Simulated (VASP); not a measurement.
# Al (Fm-3m) in VASP: a series of runs

Al is run at these levels: PBE; tasks: single point, relaxation of cell and atoms.

Program: VASP 6.6.1. These are calculated values, not measurements. Logs are shortened: lines on timing, memory, paths and dates and some standing lists are left out, and cuts for length are marked.

## (1) The cell of the first run

The structure is cubic, space group Fm-3m (No. 225). The conventional cell has a = 3.998 Å, b = 3.998 Å, c = 3.998 Å, α = 90.00°, β = 90.00°, γ = 90.00°. Within 3.7 Å of Al (site symmetry m-3m) lie 12 Al at 2.83 Å.

## (2) Single point, PBE

INCAR reads:

```
PREC = Accurate
ENCUT = 520
EDIFF = 1E-6
ISMEAR = -1
SIGMA = 0.05
LREAL = False
LASPH = True
NELM = 80
ALGO = Normal
ISIF = 2
LWAVE = False
LCHARG = False
GGA = PE
NBANDS = 8
```

KPOINTS reads:

```
regular mesh
0
Gamma
  17 17 17
```

POSCAR reads:

```
Al
1.0
    0.0000000000      1.9992290419      1.9992290419
    1.9992290419      0.0000000000      1.9992290419
    1.9992290419      1.9992290419      0.0000000000
Al
1
Direct
    0.0000000000      0.0000000000      0.0000000000
```

Potentials or basis: VASP PAW PBE potentials, release 64 (Al).

On the command line:

```sh
$ cat potpaw_PBE.64/Al/POTCAR > POTCAR
$ mpirun -np 1 vasp_std > vasp.out
```

OUTCAR:

```text
PREC = Accurate
   ENCUT = 520
   EDIFF = 1E-6
   ISMEAR = -1
   LREAL = False
   LASPH = True
   NELM = 80
   ISIF = 2
   GGA = PE

 ion  position               nearest neighbor table
   1  0.000  0.000  0.000-

  LATTYP: Found a face centered cubic cell.
 ALAT       =     3.9984580838

  Lattice vectors:

 A1 = (   0.0000000000,   1.9992290419,   1.9992290419)
 A2 = (   1.9992290419,   0.0000000000,   1.9992290419)
 A3 = (   1.9992290419,   1.9992290419,   0.0000000000)

Analysis of symmetry for initial positions (statically):
=====================================================================
 Subroutine PRICEL returns:
 Original cell was already a primitive cell.

 Routine SETGRP: Setting up the symmetry group for a
 face centered cubic supercell.

 Subroutine GETGRP returns: Found 48 space group operations
 (whereof 48 operations were pure point group operations)
 out of a pool of 48 trial point group operations.

The static configuration has the point symmetry O_h .

Analysis of symmetry for dynamics (positions and initial velocities):
=====================================================================
 Subroutine PRICEL returns:
 Original cell was already a primitive cell.

 Routine SETGRP: Setting up the symmetry group for a
 face centered cubic supercell.

 Subroutine GETGRP returns: Found 48 space group operations
 (whereof 48 operations were pure point group operations)
 out of a pool of 48 trial point group operations.

The dynamic configuration has the point symmetry O_h .

 Subroutine INISYM returns: Found 48 space group operations
 (whereof 48 operations are pure point group operations),
 and found     1 'primitive' translations

----------------------------------------------------------------------------------------

                                     Primitive cell

  volume of cell :      15.9815

  direct lattice vectors                    reciprocal lattice vectors
     0.000000000  1.999229042  1.999229042    -0.250096407  0.250096407  0.250096407
     1.999229042  0.000000000  1.999229042     0.250096407 -0.250096407  0.250096407
     1.999229042  1.999229042  0.000000000     0.250096407  0.250096407 -0.250096407

  length of vectors
     2.827336825  2.827336825  2.827336825     0.433179684  0.433179684  0.433179684

  position of ions in fractional coordinates (direct lattice)
     0.000000000  0.000000000  0.000000000

  ion indices of the primitive-cell ions
   primitive index   ion index
                 1           1

----------------------------------------------------------------------------------------

 KPOINTS: regular mesh

Automatic generation of k-mesh.
 Grid dimensions read from file:
 generate k-points for:   17   17   17

 Generating k-lattice:

  Cartesian coordinates                     Fractional coordinates (reciprocal lattice)
    -0.014711553  0.014711553  0.014711553     0.058823529  0.000000000  0.000000000
     0.014711553 -0.014711553  0.014711553     0.000000000  0.058823529  0.000000000
     0.014711553  0.014711553 -0.014711553     0.000000000  0.000000000  0.058823529

  Length of vectors
     0.025481158  0.025481158  0.025481158

  Shift w.r.t. Gamma in fractional coordinates (k-lattice)
     0.000000000  0.000000000  0.000000000

 Subroutine IBZKPT returns following result:
 ===========================================

 Found    165 irreducible k-points:

 Following reciprocal coordinates:
            Coordinates               Weight
  0.000000  0.000000  0.000000      1.000000
  0.058824  0.000000  0.000000      8.000000
  0.117647  0.000000  0.000000      8.000000
  0.176471  0.000000  0.000000      8.000000
  0.235294  0.000000  0.000000      8.000000
  0.294118  0.000000  0.000000      8.000000
[... 16 lines left out ...]
 -0.176471  0.058824  0.000000     24.000000
 -0.117647  0.058824  0.000000     24.000000
 [... further k-points ...]
   k-points           NKPTS =    165   k-points in BZ     NKDIM =    165   number of bands    NBANDS=      8
   number of dos      NEDOS =    301   number of ions     NIONS =      1
   total plane-waves  NPLWV =  13824
   dimension x,y,z NGX =    24 NGY =   24 NGZ =   24
   dimension x,y,z NGXF=    48 NGYF=   48 NGZF=   48
   ions per type =               1
   NGX,Y,Z   is equivalent  to a cutoff of  14.11, 14.11, 14.11 a.u.
   NGXF,Y,Z  is equivalent  to a cutoff of  28.22, 28.22, 28.22 a.u.
 SYSTEM =  unknown system
   PREC   = accura    normal or accurate (medium, high low for compatibility)
   ISTART =      0    job   : 0-new  1-cont  2-samecut
   ICHARG =      2    charge: 1-file 2-atom 10-const
   ISPIN  =      1    spin polarized calculation?
   LNONCOLLINEAR =      F non collinear calculations
   LSORBIT =      F    spin-orbit coupling
   LASPH  =      T    aspherical Exc in radial PAW
   ENCUT  =  520.0 eV  38.22 Ry    6.18 a.u.   5.26  5.26  5.26*2*pi/ulx,y,z
   NELM   =     80;   NELMIN=  2; NELMDL= -5     # of ELM steps
   EDIFF  = 0.1E-05   stopping-criterion for ELM
   LREAL  =      F    real-space projection
   EDIFFG = 0.1E-04   stopping-criterion for IOM
   NSW    =      0    number of steps for IOM
   IBRION =     -1    ionic relax: 0-MD 1-quasi-New 2-CG
   NFREE  =      0    steps in history (QN), initial steepest desc. (CG)
   ISIF   =      2    stress and relaxation
   ISYM   =      2    0-nonsym 1-usesym 2-fastsym
   POTIM  = 0.5000    time-step for ionic-motion
   TEBEG  =    0.0;   TEEND  =   0.0 temperature during run
   PSTRESS=    0.0 pullay stress
   NELECT =       3.0000    total number of electrons
   NUPDOWN=      -1.0000    fix difference up-down
   EMIN   =  10.00;   EMAX   =-10.00  energy-range for DOS
   EFERMI =   0.00;   METHOD = LEGACY
   ISMEAR =    -1;   SIGMA  =   0.05  broadening in eV -4-tet -1-fermi 0-gaus
   EFERMI_NEDOS =   21; number of points for ismear=-14 and -15
   IALGO  =     38    algorithm
   IMIX   =      4    mixing-type and parameters
     AMIX     =   0.40;   BMIX     =  1.00
     AMIX_MAG =   1.60;   BMIX_MAG =  1.00
  volume/ion in A,a.u.               =      15.98       107.85
  Fermi-wavevector in a.u.,A,eV,Ry     =   0.937366  1.771366 11.954837  0.878656
  Thomas-Fermi vector in A             =   2.064470
   LORBIT       =      0    0 simple, 1 ext, 2 COOP (PROOUT), +10 PAW based schemes
   GGA     = PE    functional components
   LHFCALC =     F    Hartree Fock is set to
   AEXX    =    0.0000 exact exchange contribution
   IVDW    =     0    specifies the selected vdW correction
   LEPSILON=     F    determine dielectric tensor
   LRPA    =     F    only Hartree local field effects (RPA)
 non-spin polarized calculation
  energy-cutoff  :      520.00
  volume of cell :       15.98
 maximum number of plane-waves:       444
 NGX is ok and might be reduce to    24
   NGX = 11   NGY = 11   NGZ = 11

 number of electron       3.0000000 magnetization

 Free energy of the ion-electron system (eV)
  ---------------------------------------------------
  ext. energy  EPLUGINS =         0.00000000
  ---------------------------------------------------
  free energy    TOTEN  =        -3.74602172 eV

  energy without entropy =       -3.74242501  energy(sigma->0) =       -3.74422337

 E-fermi :   8.3464     XC(G=0): -10.3124

 val. band max:        8.3407322178   @ k =  -0.3529   0.4706   0.1765
 cond. band min:       8.3474641547   @ k =  -0.4706   0.2941   0.1176
 fundamental gap:      0.0067319369
 Fermi energy:         8.3463660769

 k-point     1 :       0.0000    0.0000    0.0000
  band No.  band energies     occupation
      1      -3.0194      2.00000
      2      21.1355      0.00000
      3      21.1355      0.00000
      4      21.1355      0.00000
      5      22.8726      0.00000
      6      22.8726      0.00000
      7      22.8726      0.00000
      8      25.0371      0.00000

 k-point     2 :       0.0588    0.0000    0.0000
  band No.  band energies     occupation
      1      -2.9233      2.00000
      2      19.5072      0.00000
      3      20.8239      0.00000
      4      20.8239      0.00000
      5      23.3356      0.00000
      6      23.3356      0.00000
      7      23.4112      0.00000
      8      26.0582      0.00000

 k-point     3 :       0.1176    0.0000    0.0000
  band No.  band energies     occupation
      1      -2.6355      2.00000
      2      17.1095      0.00000
      3      20.3020      0.00000
      4      20.3020      0.00000
      5      23.4082      0.00000
      6      24.2741      0.00000
      7      24.2741      0.00000
      8      26.4372      0.00000

 k-point     4 :       0.1765    0.0000    0.0000
  band No.  band energies     occupation
      1      -2.1571      2.00000
      2      14.7079      0.00000
      3      19.8520      0.00000
      4      19.8520      0.00000
      5      23.2095      0.00000
      6      24.6899      0.00000
      7      24.6899      0.00000
      8      25.9945      0.00000

 k-point     5 :       0.2353    0.0000    0.0000
  band No.  band energies     occupation
      1      -1.4901      2.00000
      2      12.4000      0.00000
      3      19.5345      0.00000
      4      19.5345      0.00000
      5      23.0277      0.00000
      6      23.6801      0.00000
      7      23.6801      0.00000
      8      27.2282      0.00000
[... 177 lines left out ...]
 k-point    22 :      -0.2353    0.0588    0.0000
  band No.  band energies     occupation
      1      -1.1421      2.00000
      2      11.7247      0.00000
      3      17.6507      0.00000
      4      20.7582      0.00000
      5      22.1801      0.00000
      6      23.5502      0.00000
      7      23.8384      0.00000
      8      26.5851      0.00000

 k-point    23 :      -0.1765    0.0588    0.0000
  band No.  band energies     occupation
      1      -1.8709      2.00000
      2      13.9784      0.00000
      3      17.9476      0.00000
      4      20.9934      0.00000
      5      23.3122      0.00000
      6      23.7692      0.00000
      7      24.8669      0.00000
      8      25.1823      0.00000

 k-point    24 :      -0.1176    0.0588    0.0000
  band No.  band energies     occupation
      1      -2.4120      2.00000
      2      16.3129      0.00000
      3      18.4191      0.00000
      4      21.3015      0.00000
      5      23.6036      0.00000
      6      23.9043      0.00000
      7      24.9909      0.00000
      8      25.3239      0.00000

 [... further k-points ...]
[... 5 lines left out ...]
  --------------------------------------------------------------------------------------
  -------------------------------------------------------------------------------------
  Total        0.2557087      0.2557087      0.2557087     -0.0000000     -0.0000000     -0.0000000
  in kB       25.6353021     25.6353021     25.6353021     -0.0000000     -0.0000000     -0.0000000
  external PRESSURE =      25.6353021 kB  Pullay stress =       0.0000000 kB

 VOLUME and BASIS-vectors are now :
 -----------------------------------------------------------------------------
  energy-cutoff  :      520.00
  volume of cell :       15.98
      direct lattice vectors                 reciprocal lattice vectors
     0.000000000  1.999229042  1.999229042    -0.250096407  0.250096407  0.250096407
     1.999229042  0.000000000  1.999229042     0.250096407 -0.250096407  0.250096407
     1.999229042  1.999229042  0.000000000     0.250096407  0.250096407 -0.250096407

 POSITION                                       TOTAL-FORCE (eV/Angst)
 -----------------------------------------------------------------------------------
      0.00000      0.00000      0.00000         0.000000      0.000000      0.000000
 -----------------------------------------------------------------------------------
    total drift:                               -0.000000     -0.000000     -0.000000

  FREE ENERGIE OF THE ION-ELECTRON SYSTEM (eV)
  ---------------------------------------------------
  free  energy   TOTEN  =        -3.7460217234 eV

  energy  without entropy=       -3.7424250091  energy(sigma->0) =       -3.74422337
```

Wall time 9.5 s (1 thread of Intel Xeon Platinum 8488C (Sapphire Rapids), shared host); peak memory 0.14 GiB.

Results:

```yaml
Free_energy: -3.7460 eV
Pressure: 2.6 GPa
```

## (3) Single point, PBE

INCAR reads:

```
SYSTEM = Al
PREC = Accurate
ENCUT = 520
EDIFF = 1E-6
ISMEAR = -1
SIGMA = 0.05
LREAL = .False.
LASPH = .True.
NELM = 60
ALGO = Normal
ISIF = 2
LWAVE = .False.
LCHARG = .False.
GGA = PE
NBANDS = 8
```

KPOINTS reads:

```
regular mesh
0
Gamma
  17 17 17
  0 0 0
```

POSCAR is that of step 2.

Potentials or basis: VASP PAW PBE potentials, release 64 (Al).

On the command line:

```sh
$ cat potpaw_PBE.64/Al/POTCAR > POTCAR
$ mpirun -np 1 vasp_std > vasp.out
```

It took 12 s on 1 thread of Intel Xeon Platinum 8488C (Sapphire Rapids), shared host; peak memory 0.14 GiB.

It converged, with:

| Item | Value |
| --- | --- |
| Free energy | -3.7460 eV |
| Pressure | 2.6 GPa |

Levels at points of the mesh, in eV from the Fermi level:
| k point | band 1 | band 2 | band 3 | band 4 |
| --- | --- | --- | --- | --- |
| (0.00, 0.00, 0.00) | -11.37 | 12.79 | 12.79 | 12.79 |

## (4) Relaxation of cell and atoms, PBE, target pressure 2.6 GPa, at which the enthalpy is minimised

INCAR reads:

```
SYSTEM = Al
PREC = Accurate
ENCUT = 600
EDIFF = 1E-6
ISMEAR = -1
SIGMA = 0.05
LREAL = .FALSE.
LASPH = .TRUE.
NELM = 60
ALGO = Normal
ISIF = 3
LWAVE = .FALSE.
LCHARG = .FALSE.
GGA = PE
IBRION = 2
NSW = 60
EDIFFG = -0.005
PSTRESS = 26.0
```

KPOINTS reads:

```
Automatic mesh
0
G
  17 17 17
  0 0 0
```

POSCAR reads:

```
Al
1.0
    0.0000000000      1.9995615706      1.9995615706
    1.9995615706      0.0000000000      1.9995615706
    1.9995615706      1.9995615706      0.0000000000
Al
1
Direct
    0.0000000000      0.0000000000      0.0000000000
```

On the command line:

```sh
$ cat potpaw_PBE.64/Al/POTCAR > POTCAR
$ mpirun -np 1 vasp_std > vasp.out
```

Run time: 10 s. Hardware: 1 thread of Intel Xeon Platinum 8488C (Sapphire Rapids), shared host; peak memory 0.13 GiB.

The run converged. Its results:

| Property | Result |
| --- | --- |
| Free energy | -3.7459 eV |
| Relaxed volume | 15.97 Å³/atom |
| Relaxed cell | a = 2.827 Å, b = 2.827 Å, c = 2.827 Å, α = 60.00°, β = 60.00°, γ = 60.00° |
| Space group after relaxing (to 0.05 Å) | Fm-3m (No. 225) |
| Energy change on relaxing (the enthalpy is what falls) | +0.3 meV/atom |
| Ionic steps | 2 |
| Pressure after relaxing | 2.6 GPa |

Step by step:
| step | energy change (eV) | largest force (eV/Å) | pressure (GPa) | volume (Å³) |
| --- | --- | --- | --- | --- |
| 1 | 0.0000 | 0.0000 | 2.52 | 15.99 |
| 2 | 0.0003 | 0.0000 | 2.62 | 15.97 |

Final structure:
```yaml
crystal:
  lattice:
    - [0.00000, 1.99880, 1.99880]
    - [1.99880, 0.00000, 1.99880]
    - [1.99880, 1.99880, 0.00000]
  atoms:
    - { symbol: Al, position: [0.00000, 0.00000, 0.00000] }
```

Levels at points of the mesh, in eV from the Fermi level:
| k point | band 1 | band 2 | band 3 | band 4 |
| --- | --- | --- | --- | --- |
| (0.00, 0.00, 0.00) | -11.37 | 12.79 | 12.79 | 12.79 |

Caveat: the cell is relaxed towards a set pressure, so the enthalpy falls and the energy may rise.

## (5) Relaxation of cell and atoms, PBE, target pressure 2.6 GPa, at which the enthalpy is minimised

INCAR reads:

```
PREC = Accurate
ENCUT = 600
EDIFF = 1E-6
ISMEAR = -1
SIGMA = 0.05
LREAL = F
LASPH = T
NELM = 100
ALGO = Normal
ISIF = 3
LWAVE = F
LCHARG = F
GGA = PE
IBRION = 2
NSW = 32
EDIFFG = -0.005
PSTRESS = 26.0
```

KPOINTS reads:

```
regular mesh
0
Gamma
  17 17 17
```

POSCAR reads:

```
Al
1.0
    0.0000000000      1.9992290419      1.9992290419
    1.9992290419      0.0000000000      1.9992290419
    1.9992290419      1.9992290419      0.0000000000
Al
1
Direct
    0.0000000000      0.0000000000      0.0000000000
```

On the command line:

```sh
$ cat potpaw_PBE.64/Al/POTCAR > POTCAR
$ mpirun -np 1 vasp_std > vasp.out
```

It took 8.6 s on 1 thread of Intel Xeon Platinum 8488C (Sapphire Rapids), shared host; peak memory 0.13 GiB.

It converged, with:

| Item | Value |
| --- | --- |
| Free energy | -3.7461 eV |
| Pressure after relaxing | 2.6 GPa |

Final structure:
```
CELL_PARAMETERS angstrom
0.00000 1.99923 1.99923
1.99923 0.00000 1.99923
1.99923 1.99923 0.00000
ATOMIC_POSITIONS crystal
Al 0.00000 0.00000 0.00000
```

Levels at points of the mesh, in eV from the Fermi level:
```csv
k point,band 1,band 2,band 3,band 4
"(0.00, 0.00, 0.00)",-11.37,12.79,12.79,12.79
```

Caveat: the relaxation stopped at its first step, so nothing moved; the cell is relaxed towards a set pressure, so the enthalpy falls and the energy may rise.

## (6) Overview

```csv
task,cell,cutoff (eV),gap on the mesh (eV),pressure (GPa)
single point,"a = 2.827 Å, angles 60.0°, 1 atom",520,none,2.6
relaxation of cell and atoms,"relaxed to 2.6 GPa from a = 2.828 Å, angles 60.0°, 1 atom",600,none,2.6
relaxation of cell and atoms,"relaxed to 2.6 GPa from a = 2.827 Å, angles 60.0°, 1 atom",600,none,2.6
```

Alike in all rows: level PBE; potentials or basis VASP PAW PBE potentials, release 64 (Al); no spin polarisation; k mesh 17 × 17 × 17; smearing fermi-dirac 0.05 eV.

Caveats: the cell is relaxed towards a set pressure, so the enthalpy falls and the energy may rise (some runs); the relaxation stopped at its first step, so nothing moved (some runs).

Total energies depend on the potentials used, so only differences within one code and one set of settings carry meaning.
